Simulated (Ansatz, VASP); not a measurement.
Pt: VASP beside Ansatz

Contents of INCAR:

```
PREC = Accurate
ENCUT = 520
EDIFF = 1E-6
ISMEAR = -1
SIGMA = 0.1
LREAL = F
LASPH = T
NELM = 60
ALGO = Normal
ISIF = 2
LWAVE = F
LCHARG = F
NBANDS = 11
```

The input KPOINTS:

```
Automatic mesh
0
Gamma
  23 23 23
```

Contents of POSCAR:

```
Pt
1.0
    0.0000000000      2.0224039724      2.0224039724
    2.0224039724      0.0000000000      2.0224039724
    2.0224039724      2.0224039724      0.0000000000
Pt
1
Direct
    0.0000000000      0.0000000000      0.0000000000
```

Input for Ansatz:

```yaml
crystal:
  lattice:
    - [0.0, 2.0224039724, 2.0224039724]
    - [2.0224039724, 0.0, 2.0224039724]
    - [2.0224039724, 2.0224039724, 0.0]
  atoms:
    - { symbol: Pt, position: [0.0, 0.0, 0.0] }
hamiltonian:
  xc: lda
  pseudopotentials:
    kind: paw
    azcp:
      Pt: "pseudopotentials/Pt.paw.azcp"
basis:
  ecutwfc: 420
  fft_grid_basis: typed
kpoints:
  mp_grid: { grid: [23, 23, 23], shift: [0, 0, 0] }
magnetization:
  spin_polarized: false
scf:
  occupations: { method: fermi_dirac, width: 0.1 }
output:
  stress: true
```

Alike in both runs: task single point; functional LDA; k mesh 23 × 23 × 23; occupations fermi-dirac, width 0.1 eV; no spin polarisation.

|  | VASP | Ansatz |
| --- | --- | --- |
| version | VASP 6.6.1 | Ansatz 0.2.0 |
| potentials or method | VASP PAW LDA potentials, release 64 (Pt), cutoff 520 eV | plane waves (420 eV) with PAW, scalar-relativistic |
| valence electrons in the cell | 10 | 18 |

VASP gave:

```
pressure (GPa) : -24.9
```

Problem. What did Ansatz give for the same quantities?

Solution. Pressure (GPa): -25.4.

Ansatz warns that its potentials were made for another functional, while VASP's fit it. LDA's correlation is that of Perdew and Zunger in VASP and of Perdew and Wang (1992) in Ansatz. VASP's potentials hold 10 valence electrons a cell and Ansatz's 18, so a difference there can come from the potentials and not from the codes.

Spin-orbit coupling is off throughout.
